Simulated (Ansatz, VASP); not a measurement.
**P: VASP beside Ansatz**

```
P
1.0
     1.72573    0.99635    3.12968
    -1.72573    0.99635    3.12968
     0.00000   -1.99270    3.12968
P
2
Direct
  0.77292 0.77292 0.77292
  0.22708 0.22708 0.22708
```

Alike in both runs: task single point; functional PBE; k mesh 9 × 9 × 9; occupations gaussian, width 0.1 eV; no spin polarisation.

```csv
,VASP,Ansatz
version,VASP 6.6.1,Ansatz 0.2.0
potentials or method,"VASP PAW PBE potentials, release 64 (P), cutoff 520 eV","all-electron LAPW, scalar-relativistic"
```

|  | VASP | Ansatz | Ansatz less VASP |
| --- | --- | --- | --- |
| gap on the k mesh at the Fermi level (eV) | none | none | - |
| pressure (GPa) | 1.5 | 1.8 | +0.31 |
| traceless stress, the component that is largest in VASP (GPa) | -0.87 | -1.05 | -0.173 |
| rms of the force components (eV/Å) | 0.109 | 0.132 | +0.0227 |

Atom by atom the forces differ by 0.023 eV/Å (rms over components). A gap of «none» marks a metal or a gap that the smearing closes. Ansatz ran all-electron here, and VASP with PAW potentials.
